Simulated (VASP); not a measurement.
Crystal: Cu.

```xyz
2
Lattice="1.7439 1.7439 0.0000 -1.7439 1.7439 0.0000 0.0000 0.0000 3.7772" Properties=species:S:1:pos:R:3 pbc="T T T"
Cu    0.0000    0.0000    0.0000
Cu    0.0000    1.7439    1.8886
```

This cell differs from its parent crystal: uniaxial strain along c: +6.0 %, then relaxed in part.

Base run:

| Item | Value |
| --- | --- |
| Program | VASP 6.6.1 |
| Functional | PBEsol |
| Potentials or basis | VASP PAW PBE potentials, release 64 (Cu_sv_GW) |
| Cutoff | 700 eV |
| k mesh | 20 × 20 × 14 |
| Occupations | gaussian, width 0.1 eV |
| Spin | no spin polarisation |

Its results: band gap on the k mesh zero (band 19 reaches 14.08 eV, above the bottom of band 20 at 5.94 eV); pressure -6.7 GPa.

Task: The run is repeated on the same cell with these changes: potentials or basis from VASP PAW PBE potentials, release 64 (Cu_sv_GW) to VASP PAW PBE potentials, release 64 (Cu); cutoff from 700 eV to 520 eV; further incar settings from ALGO = Normal; EDIFF = 1e-06; NBANDS = 26 to ALGO = Fast; EDIFF = 1e-06; NBANDS = 18; valence electrons from 38 to 22. What comes out?

Result: Band gap on the k mesh zero (band 11 reaches 14.11 eV, above the bottom of band 12 at 5.90 eV); pressure -0.9 GPa.

Caveats: the PAW data sets were made with another functional, which shifts forces and pressure a little.
